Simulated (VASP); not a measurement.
# AgCl: single point with PBE

AgCl:

```
Ag Cl
1.0
     4.11428    0.00000    0.00000
    -2.05714    3.56307    0.00000
     0.00000    0.00000    6.26122
Ag Cl
2 2
Direct
  0.00000 0.00000 0.00000
  0.00000 0.00000 0.50000
  0.33333 0.66667 0.25000
  0.66667 0.33333 0.75000
```

This cell differs from its parent crystal: volume changed by +3%.

```yaml
Program: VASP 6.6.1
Task: single point
Functional: PBE
Potentials_or_basis: VASP PAW PBE potentials, release 64 (Ag, Cl)
Cutoff: 520 eV
k_mesh: 6 × 6 × 4
Occupations: gaussian, width 0.01 eV
Spin: no spin polarisation
```

```
Pressure               : -1.3 GPa
Band gap on the k mesh : 0.91 eV, direct
```

Levels at points of the mesh, in eV from the valence-band top:
```csv
k point,band 14,band 15,band 16,band 17,band 18,band 19,band 20,band 21,band 22,band 23
"(0.00, 0.00, 0.00)",-1.72,-1.72,-0.95,0.00,0.00,0.91,4.20,6.89,7.90,7.90
"(0.50, 0.00, 0.00)",-1.73,-1.72,-1.50,-0.22,-0.04,4.31,4.56,4.93,7.60,7.83
"(0.00, 0.00, 0.50)",-1.89,-0.60,-0.60,-0.60,-0.60,2.83,2.83,8.40,8.40,8.65
"(0.50, 0.00, 0.50)",-1.76,-0.81,-0.81,-0.79,-0.79,3.52,3.52,7.69,7.69,8.37
```

Run time: 16 s on 1 thread of Intel(R) Xeon(R) 6975P-C (Granite Rapids), with other jobs on the host, peak memory 0.22 GiB.
